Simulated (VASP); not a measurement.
# B33N31 (a cell with a defect) in VASP: further runs, part 2 of 2

VASP 6.6.1.

## 3. Single point, PBEsol, collinear spin

INCAR reads:

```
  PREC = Accurate
  ENCUT = 520
  EDIFF = 1E-7
  ISMEAR = -1
  SIGMA = 0.05
  LREAL = Auto
  LASPH = True
  NELM = 150
  ALGO = Normal
  ISIF = 2
  LWAVE = False
  LCHARG = True
  ISPIN = 2
  MAGMOM = 0 0 0 0 0 0 0 0.2 0.2 0 0 0 0 0 0 0 0.2 0 0 0 0 0 0 0 0.2 0 0 0 0 0 0 0 0.2 0 0 0 0 0 0 0 0 0 0 0 0 0 0 0 0 0 0 0 0 0 0 0 0 0 0 0 0 0 0 0
  LORBIT = 11
  GGA = PS
  LELF = True
  LVHAR = True
  NBANDS = 169
  NELECT = 255.0
  ISYM = 0
```

KPOINTS reads:

```
Automatic mesh
0
Gamma
  1 1 1
  0.25 0.25 0.25
```

POSCAR reads:

```
B33N31
1.0
    7.2115910000      0.0000000000      0.0000000000
    0.0000000000      7.2115910000      0.0000000000
    0.0000000000      0.0000000000      7.2115910000
B N
33 31
Direct
    0.0002980000      0.0000420000      0.9995410000
    0.0009910000      0.0010410000      0.5002640000
    0.0009880000      0.5007000000      0.0006680000
    0.9984920000      0.5007430000      0.5000070000
    0.5008030000      0.0011090000      0.0007290000
    0.5006830000      0.0003130000      0.4987850000
    0.5003270000      0.4991400000      0.0004180000
    0.4962990000      0.4948560000      0.4943240000
    0.6294140000      0.6199210000      0.6180000000
    0.2501550000      0.2502100000      0.9995480000
    0.2491690000      0.2494910000      0.5002500000
    0.2496750000      0.7498930000      0.0001690000
    0.2511370000      0.7489110000      0.4990220000
    0.7495760000      0.2488170000      0.0013320000
    0.7497000000      0.2511430000      0.4993640000
    0.7511080000      0.7498980000      0.0003750000
    0.7506560000      0.7593580000      0.4952330000
    0.2502390000      0.9999400000      0.2498920000
    0.2498780000      0.0003300000      0.7495870000
    0.2490980000      0.5006180000      0.2491060000
    0.2510140000      0.4993890000      0.7485650000
    0.7496300000      0.0018130000      0.2483750000
    0.7511010000      0.0003880000      0.7492060000
    0.7499170000      0.4998620000      0.2506680000
    0.7498990000      0.4966120000      0.7602590000
    0.9999490000      0.2505400000      0.2501310000
    0.0004110000      0.2500040000      0.7497090000
    0.0007580000      0.7500580000      0.2493440000
    0.9987130000      0.7499210000      0.7492330000
    0.5004740000      0.2489710000      0.2486750000
    0.4997370000      0.2507880000      0.7495010000
    0.4998460000      0.7500640000      0.2504190000
    0.4993430000      0.7564790000      0.7579990000
    0.1254780000      0.1253640000      0.1249330000
    0.1256430000      0.1250670000      0.6246900000
    0.1256710000      0.6251440000      0.1245280000
    0.1252310000      0.6254030000      0.6250080000
    0.6253730000      0.1250720000      0.1245260000
    0.6254260000      0.1257700000      0.6250340000
    0.6254270000      0.6254410000      0.1254870000
    0.3745820000      0.3748050000      0.1249320000
    0.3714440000      0.3712090000      0.6241450000
    0.3751350000      0.8755700000      0.1245070000
    0.3756530000      0.8760170000      0.6246370000
    0.8758930000      0.3750380000      0.1252560000
    0.8765560000      0.3737240000      0.6253760000
    0.8761450000      0.8761000000      0.1250390000
    0.8786730000      0.8798140000      0.6244150000
    0.3747010000      0.1251620000      0.3745620000
    0.3751690000      0.1248940000      0.8751270000
    0.3714420000      0.6245660000      0.3707580000
    0.3750680000      0.6249090000      0.8764930000
    0.8759140000      0.1258480000      0.3746510000
    0.8759610000      0.1255140000      0.8754970000
    0.8775300000      0.6259700000      0.3723040000
    0.8783680000      0.6250720000      0.8793910000
    0.1246530000      0.3752940000      0.3749290000
    0.1256600000      0.3753180000      0.8751760000
    0.1258710000      0.8756360000      0.3749030000
    0.1256800000      0.8752380000      0.8748150000
    0.6248660000      0.3708720000      0.3704250000
    0.6253060000      0.3708810000      0.8805200000
    0.6256060000      0.8809990000      0.3700690000
    0.6262930000      0.8782790000      0.8781370000
```

Potentials or basis: VASP PAW PBE potentials, release 64 (B, N).

On the command line:

```
cat potpaw_PBE.64/B/POTCAR potpaw_PBE.64/N/POTCAR > POTCAR
mpirun -np 1 vasp_std > vasp.out
```

OUTCAR:

```text
PREC = Accurate
   ENCUT = 520
   EDIFF = 1E-7
   ISMEAR = -1
   LREAL = Auto
   LASPH = True
   NELM = 150
   ISIF = 2
   ISPIN = 2
   LORBIT = 11
   GGA = PS
   NELECT = 255.0
   ISYM = 0

 ion  position               nearest neighbor table
   1  0.000  0.000  1.000-  47 1.56  54 1.56  60 1.56  34 1.57
   2  0.001  0.001  0.500-  48 1.53  35 1.55  53 1.56  59 1.56
   3  0.001  0.501  0.001-  56 1.53  36 1.55  45 1.56  58 1.56
   4  0.998  0.501  0.500-  55 1.56  46 1.56  37 1.57  57 1.57
   5  0.501  0.001  0.001-  64 1.54  38 1.55  43 1.56  50 1.56
   6  0.501  0.000  0.499-  63 1.55  49 1.56  44 1.56  39 1.57
[... 56 lines left out ...]
  63  0.626  0.881  0.370-  22 1.53  17 1.55   6 1.55  32 1.57
  64  0.626  0.878  0.878-  33 1.54   5 1.54  16 1.56  23 1.57

IMPORTANT INFORMATION: All symmetrisations will be switched off!
NOSYMM: (Re-)initialisation of all symmetry stuff for point group C_1.

----------------------------------------------------------------------------------------
[... 1477 lines left out ...]
      4.51657      6.33379      6.33276        -0.004737     -0.030670     -0.025325
 -----------------------------------------------------------------------------------
    total drift:                               -0.001992     -0.000745      0.003008

  FREE ENERGIE OF THE ION-ELECTRON SYSTEM (eV)
  ---------------------------------------------------
  free  energy   TOTEN  =      -568.6823467645 eV

  energy  without entropy=     -568.6764818651  energy(sigma->0) =     -568.67941431

 total charge

# of ion       s       p       d       tot
------------------------------------------
    1        0.681   1.381   0.000   2.062
    2        0.686   1.399   0.000   2.084
    3        0.686   1.398   0.000   2.083
    4        0.678   1.369   0.000   2.047
    5        0.685   1.394   0.000   2.079
    6        0.679   1.374   0.000   2.053
[... 56 lines left out ...]
   63        1.211   2.779   0.000   3.989
   64        1.211   2.772   0.000   3.982
--------------------------------------------------
tot         60.160 131.704   0.000 191.864

 magnetization (x)

# of ion       s       p       d       tot
------------------------------------------
    1        0.000   0.001   0.000   0.001
    2        0.000   0.001   0.000   0.001
    3        0.000   0.002   0.000   0.002
    4        0.000  -0.000   0.000  -0.000
    5        0.001   0.006   0.000   0.007
    6       -0.000  -0.000   0.000  -0.000
[... 56 lines left out ...]
   63       -0.000   0.003   0.000   0.003
   64        0.000   0.010   0.000   0.010
--------------------------------------------------
tot          0.073   0.710   0.000   0.783
```

OSZICAR:

```text
N       E                     dE             d eps       ncg     rms          rms(c)
DAV:   1     0.109045470835E+04    0.10905E+04   -0.13713E+05  2704   0.149E+03
DAV:   2    -0.522283817029E+03   -0.16127E+04   -0.15504E+04  3344   0.337E+02
DAV:   3    -0.600268249989E+03   -0.77984E+02   -0.77460E+02  3360   0.760E+01
DAV:   4    -0.601338472858E+03   -0.10702E+01   -0.10672E+01  3280   0.888E+00
DAV:   5    -0.601358435838E+03   -0.19963E-01   -0.19942E-01  3248   0.107E+00    0.374E+01
DAV:   6    -0.572447382603E+03    0.28911E+02   -0.77655E+01  3216   0.194E+01    0.184E+01
DAV:   7    -0.569315221223E+03    0.31322E+01   -0.62113E+00  3264   0.635E+00    0.104E+01
DAV:   8    -0.568691518930E+03    0.62370E+00   -0.14079E+00  3208   0.286E+00    0.124E+00
DAV:   9    -0.568680995694E+03    0.10523E-01   -0.97139E-02  3192   0.852E-01    0.686E-01
DAV:  10    -0.568682122778E+03   -0.11271E-02   -0.12441E-02  3288   0.296E-01    0.342E-01
DAV:  11    -0.568682354784E+03   -0.23201E-03   -0.21047E-03  3216   0.129E-01    0.106E-01
DAV:  12    -0.568682323293E+03    0.31492E-04   -0.37820E-04  3328   0.580E-02    0.485E-02
DAV:  13    -0.568682338670E+03   -0.15378E-04   -0.11239E-04  3240   0.268E-02    0.247E-02
DAV:  14    -0.568682343882E+03   -0.52114E-05   -0.10392E-05  3304   0.995E-03    0.128E-02
DAV:  15    -0.568682345968E+03   -0.20861E-05   -0.32143E-06  3272   0.534E-03    0.616E-03
DAV:  16    -0.568682346514E+03   -0.54619E-06   -0.71343E-07  3216   0.236E-03    0.290E-03
DAV:  17    -0.568682346684E+03   -0.17016E-06   -0.16588E-07  1832   0.129E-03    0.126E-03
DAV:  18    -0.568682346764E+03   -0.80148E-07   -0.64742E-08  1760   0.737E-04
   1 F= -.56868235E+03 E0= -.56867941E+03  d E =-.586490E-02  mag=     0.9984
```

stdout:

```text
POSCAR found type information on POSCAR B N
 POSCAR found :  2 types and      64 ions
 scaLAPACK will be used
 -----------------------------------------------------------------------------
|                                                                             |
|                                                                             |
|     You enforced a specific xc type in the INCAR file but a different       |
|     I HOPE YOU KNOW WHAT YOU ARE DOING!                                     |
|                                                                             |
 -----------------------------------------------------------------------------

 LDA part: xc-table for (Slater+PW92), standard interpolation
 POSCAR, INCAR and KPOINTS ok, starting setup
 FFT: planning ... GRIDC
 FFT: planning ... GRID_SOFT
 FFT: planning ... GRID
 WAVECAR not read
 entering main loop
 the old and the new charge density differ
 old charge density:   254.00000 new  255.00001
    0.374E+01
```

Run time: 11 min. Hardware: 1 thread of Intel Xeon Platinum 8559C (Emerald Rapids), shared host; peak memory 0.71 GiB.

What came out:

| Item | Value |
| --- | --- |
| Free energy | -568.6823 eV |
| Largest force | 0.217 eV/Å |
| Net moment | 1.00 μB per cell |
| Site moments | B +0.00, -0.00, +0.01, +0.27, +0.03, +0.06, +0.18; N +0.00, +0.01, -0.00, +0.03, +0.04, +0.02 μB |
| Valence electrons inside the program's atomic spheres | B 2.06, 2.08, 2.05, 2.14, 2.42, 2.09, 2.12, 2.04, 2.11, 2.07; N 3.97, 3.99, 4.00, 3.98, 3.96, 3.95 |

Forces in eV/Å, atoms in the order of the input:
```
B    0.053  0.043  0.041
B    0.074  0.070  0.027
B    0.068  0.017  0.061
B    0.039  0.043  0.052
B    0.004  0.052  0.051
B    0.034  0.035  0.070
B    0.036  0.068  0.034
B    0.091 -0.009  0.018
B   -0.203  0.044  0.064
B    0.048  0.043  0.040
B    0.015  0.015  0.036
B    0.065 -0.009  0.015
B    0.062  0.066  0.081
B    0.075  0.056  0.037
B    0.061  0.056  0.072
B    0.051  0.067  0.059
B    0.109  0.067 -0.015
B    0.046  0.044  0.041
B    0.063  0.022 -0.029
B    0.020  0.027  0.020
B    0.061  0.076  0.064
B    0.078  0.043  0.056
B    0.046  0.064  0.066
B    0.060  0.066  0.053
B    0.106 -0.039  0.011
B    0.055  0.043  0.042
B    0.060  0.049 -0.011
B    0.061  0.015  0.048
B    0.079  0.053  0.060
B    0.030  0.038  0.035
B    0.053  0.044  0.057
B    0.056  0.059  0.043
B    0.117 -0.013 -0.067
N   -0.049 -0.047 -0.044
N   -0.061 -0.042  0.022
N   -0.062  0.012 -0.040
N   -0.051 -0.053 -0.056
N   -0.030 -0.055 -0.052
N   -0.048 -0.051 -0.058
N   -0.050 -0.059 -0.047
N   -0.045 -0.055 -0.040
N   -0.031 -0.032 -0.042
N   -0.040 -0.045 -0.036
N   -0.074 -0.028  0.005
N   -0.057 -0.040 -0.048
N   -0.071 -0.024  0.012
N   -0.053 -0.048 -0.042
N   -0.072 -0.059 -0.039
N   -0.045 -0.041 -0.054
N   -0.041 -0.039 -0.043
N   -0.029 -0.036 -0.034
N   -0.069 -0.018 -0.034
N   -0.057 -0.053 -0.041
N   -0.052 -0.044 -0.043
N   -0.088 -0.010 -0.015
N   -0.075 -0.020 -0.059
N   -0.039 -0.045 -0.047
N   -0.057 -0.050 -0.049
N   -0.058 -0.052 -0.051
N   -0.052 -0.038 -0.033
N   -0.061 -0.090 -0.093
N   -0.075 -0.022 -0.087
N   -0.074 -0.102 -0.015
N   -0.005 -0.031 -0.025
```

Caveat: the k points lie up to 0.87 Å⁻¹ apart; the cell carries a net charge on a neutralising background, which shifts energy and pressure; the PAW data sets were made with another functional, which shifts forces and pressure a little.
